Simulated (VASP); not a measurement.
A run of VASP 6.6.1 is set up as follows.

Contents of INCAR:

```
SYSTEM = Si4Hg
PREC = Accurate ; ENCUT = 500
EDIFF = 1E-6 ; ISMEAR = 0
SIGMA = 0.1 ; LREAL = .False.
LASPH = .True. ; NELM = 120
ALGO = Normal ; ISIF = 2
LWAVE = .False. ; LCHARG = .False.
GGA = PE ; NBANDS = 22
GGA_COMPAT = .False.
```

The input KPOINTS:

```
Automatic mesh
0
Gamma
  6 6 6
  0 0 0
```

POSCAR

```
Si4Hg
1.0
   -2.2493770806      2.2493770806      4.5582493526
    2.2493770806     -2.2493770806      4.5582493526
    2.2493770806      2.2493770806     -4.5582493526
Si Hg
4 1
Direct
    0.7500000000      0.2500000000      0.5000000000
    0.3685937940      0.3685937940      0.0000000000
    0.6314062060      0.6314062060      0.0000000000
    0.2500000000      0.7500000000      0.5000000000
    0.0000000000      0.0000000000      0.0000000000
```

Potentials or basis: VASP PAW PBE potentials, release 64 (Si, Hg).

The run is started by

```console
$ cat potpaw_PBE.64/Si/POTCAR potpaw_PBE.64/Hg/POTCAR > POTCAR
$ mpirun -np 1 vasp_std > vasp.out
```

**Question.** Estimate the band gap on the k mesh.

**Answer.** Zero (bands 14 and 15 overlap by 3.54 eV).

**Question.** Estimate the pressure.

**Answer.** -0.1 GPa.

**Question.** Estimate the largest force.

**Answer.** 0.035 eV/Å.

Forces in eV/Å, atoms in the order of the input:
```
Si   0.000  0.000  0.000
Si   0.000  0.000 -0.035
Si   0.000  0.000  0.035
Si   0.000  0.000  0.000
Hg   0.000  0.000  0.000
```

Caveat: spin-orbit coupling is left out, which moves the levels of the heavy elements.
